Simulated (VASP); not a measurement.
# InSe in VASP: a series of runs

Runs on InSe. Level: PBE+D3(BJ). Tasks: relaxation of cell and atoms.

All numbers are computed with VASP 6.6.1; they aren't measurements. Logs are shortened: lines on timing, memory, paths and dates and some standing lists are left out, and cuts for length are marked.

## Step 1: The cell of the first run

The cell holds a slab with vacuum, 16 atoms: a = 4.000 Å, b = 4.000 Å, c = 48.678 Å, α = 90.00°, β = 90.00°, γ = 120.00°.

## Step 2: Relaxation of cell and atoms, PBE+D3(BJ)

File INCAR:

```
ALGO     = Normal         # electronic algorithm
EDIFF    = 1E-6           # SCF threshold, eV
EDIFFG   = -0.01          # ionic threshold
ENCUT    = 600            # plane-wave cutoff, eV
GGA      = PE             # functional
IBRION   = 2              # ionic algorithm
ISIF     = 3              # what is computed and relaxed
ISMEAR   = 0              # smearing method
IVDW     = 12             # dispersion correction
KPAR     = 8            
LASPH    = T              # aspherical terms in the spheres
LATTICE_CONSTRAINTS= .TRUE. .TRUE. .FALSE.
LCHARG   = F              # write CHGCAR
LREAL    = F              # projectors in reciprocal space
LWAVE    = F              # write WAVECAR
NELM     = 80             # most SCF steps
NSW      = 90             # ionic steps
PREC     = Accurate       # precision mode
SIGMA    = 0.03           # smearing width, eV
```

File KPOINTS:

```
k-points
0
Gamma
  9 9 1
```

File POSCAR:

```
InSe
1.0
    4.0000000000      0.0000000000      0.0000000000
   -2.0000000000      3.4641016200      0.0000000000
    0.0000000000      0.0000000000     48.6777120000
Se In
8 8
Direct
    0.0000000000      0.0000000000      0.1848895400
    0.0000000000      0.0000000000      0.2949545400
    0.6666666700      0.3333333300      0.3582748500
    0.6666666700      0.3333333300      0.4683398400
    0.3333333300      0.6666666700      0.5316601600
    0.3333333300      0.6666666700      0.6417251500
    0.0000000000      0.0000000000      0.7050454600
    0.0000000000      0.0000000000      0.8151104600
    0.6666666700      0.3333333300      0.2109146800
    0.6666666700      0.3333333300      0.2688600500
    0.3333333300      0.6666666700      0.3842999900
    0.3333333300      0.6666666700      0.4422453500
    0.0000000000      0.0000000000      0.5576852900
    0.0000000000      0.0000000000      0.6156306600
    0.6666666700      0.3333333300      0.7310706000
    0.6666666700      0.3333333300      0.7890159700
```

Potentials or basis: VASP PAW PBE potentials, release 64 (Se, In_d).

The run is started by

```console
$ cat potpaw_PBE.64/Se/POTCAR potpaw_PBE.64/In_d/POTCAR > POTCAR
$ mpirun -np 8 vasp_std > vasp.out
```

OUTCAR:

```text
EDIFF = 1E-6
   EDIFFG = -0.01
   ENCUT = 600
   GGA = PE
   IBRION = 2
   ISIF = 3
   ISMEAR = 0
   IVDW = 12
   LASPH = T
   LREAL = F
   NELM = 80
   NSW = 90
   PREC = Accurate
 IVDW          = 12

 ion  position               nearest neighbor table
   1  0.000  0.000  0.185-   9 2.63   9 2.63   9 2.63
   2  0.000  0.000  0.295-  10 2.64  10 2.64  10 2.64
   3  0.667  0.333  0.358-  11 2.63  11 2.63  11 2.63
   4  0.667  0.333  0.468-  12 2.64  12 2.64  12 2.64
   5  0.333  0.667  0.532-  13 2.63  13 2.63  13 2.63
   6  0.333  0.667  0.642-  14 2.64  14 2.64  14 2.64
   7  0.000  0.000  0.705-  15 2.63  15 2.63  15 2.63
   8  0.000  0.000  0.815-  16 2.64  16 2.64  16 2.64
   9  0.667  0.333  0.211-   1 2.63   1 2.63   1 2.63  10 2.82
  10  0.667  0.333  0.269-   2 2.64   2 2.64   2 2.64   9 2.82
  11  0.333  0.667  0.384-   3 2.63   3 2.63   3 2.63  12 2.82
  12  0.333  0.667  0.442-   4 2.64   4 2.64   4 2.64  11 2.82
  13  0.000  0.000  0.558-   5 2.63   5 2.63   5 2.63  14 2.82
  14  0.000  0.000  0.616-   6 2.64   6 2.64   6 2.64  13 2.82
  15  0.667  0.333  0.731-   7 2.63   7 2.63   7 2.63  16 2.82
  16  0.667  0.333  0.789-   8 2.64   8 2.64   8 2.64  15 2.82

  LATTYP: Found a hexagonal cell.
 ALAT       =     4.0000000000
 C/A-ratio  =    12.1694280000

  Lattice vectors:

 A1 = (   4.0000000000,   0.0000000000,   0.0000000000)
 A2 = (  -2.0000000000,   3.4641016200,   0.0000000000)
 A3 = (   0.0000000000,   0.0000000000,  48.6777120000)

Analysis of symmetry for initial positions (statically):
=====================================================================
 Subroutine PRICEL returns:
 Original cell was already a primitive cell.

 Routine SETGRP: Setting up the symmetry group for a
 hexagonal supercell.

 Subroutine GETGRP returns: Found  6 space group operations
 (whereof  6 operations were pure point group operations)
 out of a pool of 24 trial point group operations.

The static configuration has the point symmetry C_3v.

Analysis of symmetry for dynamics (positions and initial velocities):
=====================================================================
 Subroutine PRICEL returns:
 Original cell was already a primitive cell.

 Routine SETGRP: Setting up the symmetry group for a
 hexagonal supercell.

 Subroutine GETGRP returns: Found  6 space group operations
 (whereof  6 operations were pure point group operations)
 out of a pool of 24 trial point group operations.

The dynamic configuration has the point symmetry C_3v.

 Subroutine INISYM returns: Found  6 space group operations
 (whereof  6 operations are pure point group operations),
 and found     1 'primitive' translations

----------------------------------------------------------------------------------------

                                     Primitive cell

  volume of cell :     674.4982

  direct lattice vectors                    reciprocal lattice vectors
     4.000000000  0.000000000  0.000000000     0.250000000  0.144337567  0.000000000
    -2.000000000  3.464101620  0.000000000     0.000000000  0.288675134  0.000000000
     0.000000000  0.000000000 48.677712000     0.000000000  0.000000000  0.020543283

  length of vectors
     4.000000000  4.000000004 48.677712000     0.288675134  0.288675134  0.020543283

  position of ions in fractional coordinates (direct lattice)
     0.000000000  0.000000000  0.184889540
     0.000000000  0.000000000  0.294954540
     0.666666670  0.333333330  0.358274850
     0.666666670  0.333333330  0.468339840
     0.333333330  0.666666670  0.531660160
     0.333333330  0.666666670  0.641725150
[... 8 lines left out ...]
     0.666666670  0.333333330  0.731070600
     0.666666670  0.333333330  0.789015970

  ion indices of the primitive-cell ions
   primitive index   ion index
                 1           1
                 2           2
                 3           3
                 4           4
                 5           5
                 6           6
[... 8 lines left out ...]
                15          15
                16          16

----------------------------------------------------------------------------------------

 KPOINTS: k-points

Automatic generation of k-mesh.
 Grid dimensions read from file:
 generate k-points for:    9    9    1

 Generating k-lattice:

  Cartesian coordinates                     Fractional coordinates (reciprocal lattice)
     0.027777778  0.016037507  0.000000000     0.111111111 -0.000000000  0.000000000
     0.000000000  0.032075015  0.000000000     0.000000000  0.111111111  0.000000000
     0.000000000  0.000000000  0.020543283     0.000000000  0.000000000  1.000000000

  Length of vectors
     0.032075015  0.032075015  0.020543283

  Shift w.r.t. Gamma in fractional coordinates (k-lattice)
     0.000000000  0.000000000  0.000000000

 Subroutine IBZKPT returns following result:
 ===========================================

 Found     12 irreducible k-points:

 Following reciprocal coordinates:
            Coordinates               Weight
  0.000000  0.000000  0.000000      1.000000
  0.111111 -0.000000  0.000000      6.000000
  0.222222 -0.000000  0.000000      6.000000
  0.333333 -0.000000  0.000000      6.000000
  0.444444 -0.000000  0.000000      6.000000
  0.111111  0.111111  0.000000      6.000000
  0.222222  0.111111  0.000000     12.000000
  0.333333  0.111111  0.000000     12.000000
  0.444444  0.111111  0.000000      6.000000
  0.222222  0.222222  0.000000      6.000000
  0.333333  0.222222  0.000000     12.000000
  0.333333  0.333333  0.000000      2.000000
   k-points           NKPTS =     12   k-points in BZ     NKDIM =     12   number of bands    NBANDS=     91
   number of dos      NEDOS =    301   number of ions     NIONS =     16
   total plane-waves  NPLWV = 401408
   dimension x,y,z NGX =    32 NGY =   32 NGZ =  392
   dimension x,y,z NGXF=    64 NGYF=   64 NGZF=  784
   ions per type =               8   8
   NGX,Y,Z   is equivalent  to a cutoff of  13.30, 13.30, 13.39 a.u.
   NGXF,Y,Z  is equivalent  to a cutoff of  26.60, 26.60, 26.78 a.u.
 SYSTEM =  unknown system
   PREC   = accura    normal or accurate (medium, high low for compatibility)
   ISTART =      0    job   : 0-new  1-cont  2-samecut
   ICHARG =      2    charge: 1-file 2-atom 10-const
   ISPIN  =      1    spin polarized calculation?
   LNONCOLLINEAR =      F non collinear calculations
   LSORBIT =      F    spin-orbit coupling
   LASPH  =      T    aspherical Exc in radial PAW
   ENCUT  =  600.0 eV  44.10 Ry    6.64 a.u.   7.99  7.99 97.22*2*pi/ulx,y,z
   NELM   =     80;   NELMIN=  2; NELMDL= -5     # of ELM steps
   EDIFF  = 0.1E-05   stopping-criterion for ELM
   LREAL  =      F    real-space projection
   EDIFFG = -.1E-01   stopping-criterion for IOM
   NSW    =     90    number of steps for IOM
   IBRION =      2    ionic relax: 0-MD 1-quasi-New 2-CG
   NFREE  =      1    steps in history (QN), initial steepest desc. (CG)
   ISIF   =      3    stress and relaxation
   ISYM   =      2    0-nonsym 1-usesym 2-fastsym
   POTIM  = 0.5000    time-step for ionic-motion
   TEBEG  =    0.0;   TEEND  =   0.0 temperature during run
   PSTRESS=    0.0 pullay stress
   NELECT =     152.0000    total number of electrons
   NUPDOWN=      -1.0000    fix difference up-down
   EMIN   =  10.00;   EMAX   =-10.00  energy-range for DOS
   EFERMI =   0.00;   METHOD = LEGACY
   ISMEAR =     0;   SIGMA  =   0.03  broadening in eV -4-tet -1-fermi 0-gaus
   EFERMI_NEDOS =   21; number of points for ismear=-14 and -15
   IALGO  =     38    algorithm
   IMIX   =      4    mixing-type and parameters
     AMIX     =   0.40;   BMIX     =  1.00
     AMIX_MAG =   1.60;   BMIX_MAG =  1.00
  volume/ion in A,a.u.               =      42.16       284.48
  Fermi-wavevector in a.u.,A,eV,Ry     =   0.996236  1.882614 13.503607  0.992487
  Thomas-Fermi vector in A             =   2.128311
   LORBIT       =      0    0 simple, 1 ext, 2 COOP (PROOUT), +10 PAW based schemes
   GGA     = PE    functional components
   LHFCALC =     F    Hartree Fock is set to
   AEXX    =    0.0000 exact exchange contribution
   IVDW    =    12    specifies the selected vdW correction
   LEPSILON=     F    determine dielectric tensor
   LRPA    =     F    only Hartree local field effects (RPA)
 conjugate gradient relaxation of ions
 non-spin polarized calculation
 Gauss-broadening in eV      SIGMA  =   0.03
  energy-cutoff  :      600.00
  volume of cell :      674.50
 maximum number of plane-waves:     22586
 NGX is ok and might be reduce to    32
   NGX = 15   NGY = 15   NGZ =195

--------------------------------------- Ionic step        1  -------------------------------------------

 number of electron     152.0000003 magnetization

 Free energy of the ion-electron system (eV)
  ---------------------------------------------------
  ext. energy  EPLUGINS =         0.00000000
  ---------------------------------------------------
  free energy    TOTEN  =       -56.58908177 eV

  energy without entropy =      -56.58908177  energy(sigma->0) =      -56.58908177

------------------------ aborting loop because EDIFF is reached ----------------------------------------

 Edisp (eV)   -4.48850

 E8    (eV) :    -2.0810
[... 147 lines left out ...]
  FREE ENERGIE OF THE ION-ELECTRON SYSTEM (eV)
  ---------------------------------------------------
  free  energy   TOTEN  =       -61.1418162220 eV

  energy  without entropy=      -61.1418162220  energy(sigma->0) =      -61.14181622

[... ionic steps 4 to 52 ...]

--------------------------------------- Ionic step       53  -------------------------------------------

 number of electron     152.0000000 magnetization

------------------------ aborting loop because EDIFF is reached ----------------------------------------
[... 103 lines left out ...]
--------------------------------------- Ionic step       55  -------------------------------------------

 number of electron     152.0000000 magnetization

 Free energy of the ion-electron system (eV)
  ---------------------------------------------------
  ext. energy  EPLUGINS =         0.00000000
  ---------------------------------------------------
  free energy    TOTEN  =       -56.68400125 eV

  energy without entropy =      -56.68400125  energy(sigma->0) =      -56.68400125

 E-fermi :   1.0986     XC(G=0):  -6.3116

 val. band max:        0.9446459100   @ k =   0.1111  -0.0000   0.0000
 cond. band min:       1.6230569913   @ k =   0.0000   0.0000   0.0000
 fundamental gap:      0.6784110813
 Fermi energy:         1.0985974730

 k-point     1 :       0.0000    0.0000    0.0000
  band No.  band energies     occupation
      1     -13.6694      2.00000
      2     -13.6676      2.00000
      3     -13.6494      2.00000
      4     -13.6421      2.00000
      5     -13.4837      2.00000
      6     -13.4837      2.00000
[... 1081 lines left out ...]
     87       4.4033      0.00000
     88       4.4465      0.00000
 [bands above 88 left out]

------------------------ aborting loop because EDIFF is reached ----------------------------------------

 Edisp (eV)   -4.46556

 E8    (eV) :    -2.0712
[... 39 lines left out ...]
  FREE ENERGIE OF THE ION-ELECTRON SYSTEM (eV)
  ---------------------------------------------------
  free  energy   TOTEN  =       -61.1495628235 eV

  energy  without entropy=      -61.1495628235  energy(sigma->0) =      -61.14956282

 reached required accuracy - stopping structural energy minimisation
```

Run time: 1.7 h. Hardware: 8 MPI ranks of Intel Xeon 6975P-C (Granite Rapids), shared host; peak memory 1.3 GiB.

Results:

| Property | Result |
| --- | --- |
| Free energy | -61.1496 eV |
| Relaxed cell | a = 4.033 Å, b = 4.033 Å, c = 48.678 Å, α = 90.00°, β = 90.00°, γ = 120.00° |
| Space group after relaxing (to 0.1 Å) | P3m1 (No. 156) |
| Energy gained by relaxing | 4.5 meV/atom |
| Ionic steps | 55 |
| Largest force after relaxing | 0.008 eV/Å |
| Band gap on the k mesh | 0.68 eV (least direct gap 0.71 eV) |
| Dispersion energy per atom | -0.279 eV |

Forces on the atoms (eV/Å):
```
Se   0.000  0.000  0.006
Se   0.000  0.000 -0.005
Se   0.000  0.000 -0.008
Se   0.000  0.000  0.008
Se   0.000  0.000 -0.007
Se   0.000  0.000  0.008
Se   0.000  0.000  0.004
Se   0.000  0.000 -0.004
In   0.000  0.000  0.000
In   0.000  0.000  0.001
In   0.000  0.000  0.004
In   0.000  0.000 -0.001
In   0.000  0.000  0.003
In   0.000  0.000 -0.006
In   0.000  0.000  0.000
In   0.000  0.000 -0.004
```

Step by step:
| step | energy change (eV) | largest force (eV/Å) | pressure (GPa) | volume (Å³) |
| --- | --- | --- | --- | --- |
| 1 | 0.0000 | 0.4292 | 0.74 | 674.50 |
| 3 | -0.0642 | 0.0345 | -0.06 | 685.84 |
| 5 | -0.0646 | 0.0235 | -0.08 | 685.55 |
| 7 | -0.0652 | 0.0254 | -0.03 | 683.39 |
| 9 | -0.0654 | 0.0200 | -0.06 | 683.82 |
| 11 | -0.0655 | 0.0125 | -0.09 | 684.14 |
| 13 | -0.0656 | 0.0242 | -0.09 | 684.13 |
| 15 | -0.0659 | 0.0303 | -0.05 | 683.42 |
| 17 | -0.0661 | 0.0288 | -0.05 | 683.46 |
| 19 | -0.0666 | 0.0348 | -0.05 | 683.65 |
| 21 | -0.0668 | 0.0638 | -0.09 | 683.79 |
| 23 | -0.0671 | 0.0631 | -0.07 | 683.76 |
| 25 | -0.0682 | 0.0623 | -0.05 | 683.61 |
| 27 | -0.0697 | 0.0352 | -0.02 | 684.04 |
| 29 | -0.0702 | 0.0229 | -0.04 | 685.07 |
| 31 | -0.0704 | 0.0282 | -0.04 | 685.64 |
| 33 | -0.0705 | 0.0430 | -0.01 | 685.46 |
| 35 | -0.0706 | 0.0263 | -0.01 | 685.61 |
| 37 | -0.0707 | 0.0134 | -0.01 | 685.91 |
| 39 | -0.0709 | 0.0115 | -0.01 | 685.96 |
| 41 | -0.0712 | 0.0445 | 0.00 | 686.19 |
| 43 | -0.0713 | 0.0410 | -0.03 | 686.28 |
| 45 | -0.0715 | 0.0265 | -0.03 | 686.68 |
| 47 | -0.0716 | 0.0249 | -0.08 | 686.92 |
| 49 | -0.0717 | 0.0205 | -0.06 | 686.69 |
| 51 | -0.0719 | 0.0316 | -0.03 | 686.25 |
| 53 | -0.0719 | 0.0143 | 0.00 | 685.49 |
| 55 | -0.0720 | 0.0085 | 0.00 | 685.73 |

Final structure:
```
Se In
1.0
     4.03315    0.00000    0.00000
    -2.01658    3.49281    0.00000
     0.00000    0.00000   48.67771
Se In
8 8
Cartesian
  0.0000 0.0000 9.1486
  0.0000 0.0000 14.5296
  2.0166 1.1643 17.4880
  2.0166 1.1643 22.8557
  0.0000 2.3285 25.8193
  0.0000 2.3285 31.1880
  0.0000 0.0000 34.1493
  0.0000 0.0000 39.5282
  2.0166 1.1643 10.4427
  2.0166 1.1643 13.2386
  0.0000 2.3285 18.7740
  0.0000 2.3285 21.5673
  0.0000 0.0000 27.1061
  0.0000 0.0000 29.9000
  2.0166 1.1643 35.4385
  2.0166 1.1643 38.2344
```

Levels at points of the mesh, in eV from the valence-band top:
| k point | band 72 | band 73 | band 74 | band 75 | band 76 | band 77 | band 78 | band 79 | band 80 | band 81 |
| --- | --- | --- | --- | --- | --- | --- | --- | --- | --- | --- |
| (0.00, 0.00, 0.00) | -0.93 | -0.93 | -0.90 | -0.47 | -0.03 | 0.68 | 1.07 | 1.47 | 1.78 | 2.24 |

Caveat: spin-orbit coupling is left out, which moves the levels of the heavy elements.

(Part 1 of 2 ends here.)
